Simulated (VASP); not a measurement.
Runs of VASP 6.6.1 on AlN. The structure is that of space group F-43m (No. 216), or close to it. The cells are those of the table. 

```csv
task,level,potentials or basis,cell,k mesh,cutoff (eV),smearing,grid for exact exchange (PRECFOCK),screening parameter,gap on the mesh (eV),pressure (GPa)
single point,HSE06,"VASP PAW PBE potentials, release 64 (Al, N)","a = 3.090 Å, angles 60.0°, 2 atoms",8 × 8 × 8,520,gaussian 0.01 eV,Normal,0.2079 1/Å,(a),-0.8
single point,PBE,"VASP PAW PBE potentials, release 64 (Al, N)","a = 3.090 Å, angles 60.0°, 2 atoms",6 × 6 × 6,520,gaussian 0.01 eV,-,-,3.32,4.3
single point,HF,"VASP PAW PBE potentials, release 64 (Al, N)","a = 3.090 Å, angles 60.0°, 2 atoms",8 × 8 × 8,520,gaussian 0.01 eV,Normal,-,12.19,-1.7
relaxation of cell and atoms,LDA,"VASP PAW LDA potentials, release 64 (Al, N)","relaxed from a = 3.114 Å, angles 60.0°, 2 atoms",10 × 10 × 10,600,fermi-dirac 0.02 eV,-,-,3.23,0.0
single point,r2SCAN,"VASP PAW PBE potentials, release 64 (Al, N)","a = 3.090 Å, angles 60.0°, 2 atoms",10 × 10 × 10,520,gaussian 0.01 eV,-,-,(b),(c)
```

Alike in all rows: no spin polarisation.

Fill in the values left out.

(a) 4.55; (b) 3.93; (c) -0.4.

Caveats: the PAW data sets were made with another functional, which shifts forces and pressure a little (some runs).

A k mesh can miss the band edges.
